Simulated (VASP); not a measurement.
The system is CuO.

```
CELL_PARAMETERS angstrom
0.00000 -2.11656 -2.11656
-2.11656 0.00000 -2.11656
2.11656 2.11656 -4.23312
ATOMIC_POSITIONS crystal
Cu 0.50389 0.47699 0.48801
Cu 0.00389 0.97699 0.98801
O 0.74611 0.77301 0.76199
O 0.24611 0.27301 0.26199
```

| Property | Result |
| --- | --- |
| Program | VASP 6.6.1 |
| Task | relaxation of cell and atoms |
| Functional | PBE |
| Potentials or basis | VASP PAW PBE potentials, release 64 (Cu, O) |
| Cutoff | 600 eV |
| k mesh | 10 × 10 × 6 |
| Occupations | fermi-dirac, width 0.05 eV |
| Spin | no spin polarisation |

At the start: pressure 5.8 GPa; volume 9.48 Å³/atom.

Q: Where does the relaxation end?

A: Over 17 steps the energy falls by 60.5 meV/atom and the volume is 9.57 Å³/atom (+0.9 %); space group Cm (No. 8, to 0.1 Å) before, Fm-3m (No. 225, to 0.1 Å).

Step by step:
```tsv
step	energy change (eV)	largest force (eV/Å)	pressure (GPa)	volume (Å³)
1	0.0000	1.2481	5.85	37.93
2	-0.1796	0.3360	-5.92	39.85
3	-0.1797	0.3284	-6.07	39.88
4	-0.2365	0.1007	0.43	38.24
5	-0.2367	0.0866	0.75	38.15
6	-0.2392	0.0160	0.11	38.27
7	-0.2395	0.0205	-0.22	38.34
8	-0.2403	0.0232	0.02	38.28
9	-0.2410	0.0270	0.29	38.21
10	-0.2411	0.0360	0.93	38.06
11	-0.2413	0.0317	0.65	38.13
12	-0.2417	0.0247	0.30	38.20
13	-0.2419	0.0152	-0.18	38.30
14	-0.2419	0.0178	0.01	38.29
15	-0.2419	0.0162	-0.12	38.29
16	-0.2419	0.0172	-0.19	38.29
17	-0.2420	0.0088	-0.02	38.27
```

Final structure:
```yaml
crystal:
  lattice:
    - [-0.00218, -2.11990, -2.11788]
    - [-2.12635, 0.00364, -2.12338]
    - [2.11968, 2.13068, -4.24396]
  atoms:
    - { symbol: Cu, position: [0.49993, 0.50016, 0.50012] }
    - { symbol: Cu, position: [0.99993, 0.00016, 0.00012] }
    - { symbol: O, position: [0.75007, 0.74984, 0.74988] }
    - { symbol: O, position: [0.25007, 0.24984, 0.24988] }
```
